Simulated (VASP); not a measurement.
A run of VASP 6.6.1 is set up as follows.

File INCAR:

```
SYSTEM = HC16
  ALGO = Normal
  EDIFF = 1E-6
  ENCUT = 520
  GGA = PE
  ISIF = 2
  ISMEAR = 0
  IVDW = 12
  LASPH = .True.
  LCHARG = .False.
  LREAL = Auto
  LWAVE = .False.
  NBANDS = 46
  NELECT = 64.0
  NELM = 60
  PREC = Accurate
  SIGMA = 0.02
```

Contents of KPOINTS:

```
k-points
0
Gamma
  3 3 3
  0 0 0
```

File POSCAR:

```
HC16
1.0
    0.0000000000      3.5700000000      3.5700000000
    3.5700000000      0.0000000000      3.5700000000
    3.5700000000      3.5700000000      0.0000000000
C H
16 1
Direct
   -0.0058960784     -0.0004969188     -0.0029448179
    0.1188200280      0.1354099440      0.1135172269
   -0.0209212885      0.0270053221      0.5011232493
    0.1250746499      0.1207920168      0.6242903361
   -0.0113676471      0.5040505602      0.0019833333
    0.1218810924      0.6231021008      0.1222483193
   -0.0050514006      0.4914788515      0.4996690476
    0.1273404762      0.5969432773      0.6377477591
    0.4931584034      0.0003760504     -0.0007256303
    0.6206158263      0.1240897759      0.1214329132
    0.4988257703     -0.0035969188      0.4952588235
    0.6147729692      0.1248978992      0.6258550420
    0.4956752101      0.4979085434     -0.0027942577
    0.6156158263      0.6251670868      0.1240043417
    0.4962577031      0.4966742297      0.5000767507
    0.6208345938      0.6222530812      0.6239796919
    1.0951463585      0.8243107843      0.3915519608
```

Potentials or basis: VASP PAW PBE potentials, release 64 (C, H).

Command:

```sh
$ cat potpaw_PBE.64/C/POTCAR potpaw_PBE.64/H/POTCAR > POTCAR
$ mpirun -np 1 vasp_std > vasp.out
```

(1) Predict the dispersion energy per atom.

(2) What does it give for the largest force?

## Answers

(1) -0.190 eV.

(2) 0.254 eV/Å.

Caveat: the k points lie up to 0.51 Å⁻¹ apart; the cell carries a net charge on a neutralising background, which shifts energy and pressure.
